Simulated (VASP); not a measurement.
Wanted: the native input for a VASP 6.6.1 run.

```yaml
Task: single point
Functional: r2SCAN
Potentials_or_basis: VASP PAW PBE potentials, release 64 (Mg, Se)
Cutoff: 660 eV
k_mesh: 6 × 6 × 6
Occupations: gaussian, width 0.01 eV
Spin: no spin polarisation
Dipole_correction: no
Further_INCAR_settings: ALGO = Normal; EDIFF = 1e-06; NBANDS = 11
```

MgSe:

```
Mg Se
1.0
     0.00000    2.70863    2.70863
     2.70863    0.00000    2.70863
     2.70863    2.70863    0.00000
Mg Se
1 1
Direct
  0.00000 0.00000 0.00000
  0.50000 0.50000 0.50000
```

This cell differs from its parent crystal: volume changed by -3%.

These files were run (other wordings do the same):

POSCAR

```
MgSe
1.0
    0.0000000000      2.7086284020      2.7086284020
    2.7086284020      0.0000000000      2.7086284020
    2.7086284020      2.7086284020      0.0000000000
Mg Se
1 1
Direct
    0.0000000000      0.0000000000      0.0000000000
    0.5000000000      0.5000000000      0.5000000000
```

INCAR.step1

```
SYSTEM = MgSe
PREC     = Accurate       ! precision mode
ENCUT    = 660            ! plane-wave cutoff, eV
ISMEAR   = 0              ! smearing method
SIGMA    = 0.01           ! smearing width, eV
LREAL    = .FALSE.        ! projectors in reciprocal space
LASPH    = .TRUE.         ! aspherical terms in the spheres
NELM     = 120            ! most SCF steps
NBANDS   = 11             ! bands
GGA      = PE             ! functional
ALGO     = Normal         ! electronic algorithm
EDIFF    = 1E-5           ! SCF threshold, eV
LWAVE    = .TRUE.         ! write WAVECAR
LCHARG   = .FALSE.        ! write CHGCAR
GGA_COMPAT= .FALSE.
```

INCAR.step2

```
SYSTEM = MgSe
PREC     = Accurate       ! precision mode
ENCUT    = 660            ! plane-wave cutoff, eV
EDIFF    = 1E-6           ! SCF threshold, eV
ISMEAR   = 0              ! smearing method
SIGMA    = 0.01           ! smearing width, eV
LREAL    = .FALSE.        ! projectors in reciprocal space
LASPH    = .TRUE.         ! aspherical terms in the spheres
NELM     = 120            ! most SCF steps
ALGO     = Normal         ! electronic algorithm
ISIF     = 2              ! what is computed and relaxed
LWAVE    = .FALSE.        ! write WAVECAR
LCHARG   = .FALSE.        ! write CHGCAR
METAGGA  = R2SCAN         ! meta-GGA
LMIXTAU  = .TRUE.       
NBANDS   = 11             ! bands
ISTART   = 1            
GGA_COMPAT= .FALSE.
```

KPOINTS

```
regular mesh
0
G
  6 6 6
  0 0 0
```

Potentials or basis: VASP PAW PBE potentials, release 64 (Mg, Se).

Run with:

```console
$ cat potpaw_PBE.64/Mg/POTCAR potpaw_PBE.64/Se/POTCAR > POTCAR
$ cp INCAR.step1 INCAR
$ mpirun -np 1 vasp_std > vasp.out
$ cp INCAR.step2 INCAR
$ mpirun -np 1 vasp_std > vasp.out
```

It gave:

```
Pressure               : 1.9 GPa
Band gap on the k mesh : 2.49 eV, indirect (least direct gap 3.63 eV)
```

Caveat: the PAW data sets were made with another functional, which shifts forces and pressure a little.

Run time: 31 s on 1 thread of Intel(R) Xeon(R) Platinum 8259CL CPU @ 2.50GHz (Skylake/Cascade Lake) (shared host), peak memory 0.19 GiB.
